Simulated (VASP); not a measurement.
A run of VASP 6.6.1 is set up as follows.

Contents of INCAR:

```
SYSTEM = Rh
  PREC = Accurate
  ENCUT = 520
  EDIFF = 1E-6
  ISMEAR = 0
  SIGMA = 0.15
  LREAL = .FALSE.
  LASPH = .TRUE.
  NELM = 80
  ALGO = Fast
  ISIF = 2
  LWAVE = .FALSE.
  LCHARG = .FALSE.
  GGA = PE
  NBANDS = 14
```

KPOINTS

```
Automatic mesh
0
G
  22 22 22
  0 0 0
```

POSCAR

```
Rh
1.0
    0.0000000000      2.1184710060      1.8153178050
    2.1184710060      0.0000000000      1.8153178050
    2.1184710060      2.1184710060      0.0000000000
Rh
1
Direct
    0.0000000000      0.0000000000      0.0000000000
```

Potentials or basis: VASP PAW PBE potentials, release 64 (Rh_pv).

The run is started by

```bash
$ cat potpaw_PBE.64/Rh_pv/POTCAR > POTCAR
$ mpirun -np 1 vasp_std > vasp.out
```

(1) Estimate the pressure.

Results:

(1) -23.7 GPa.
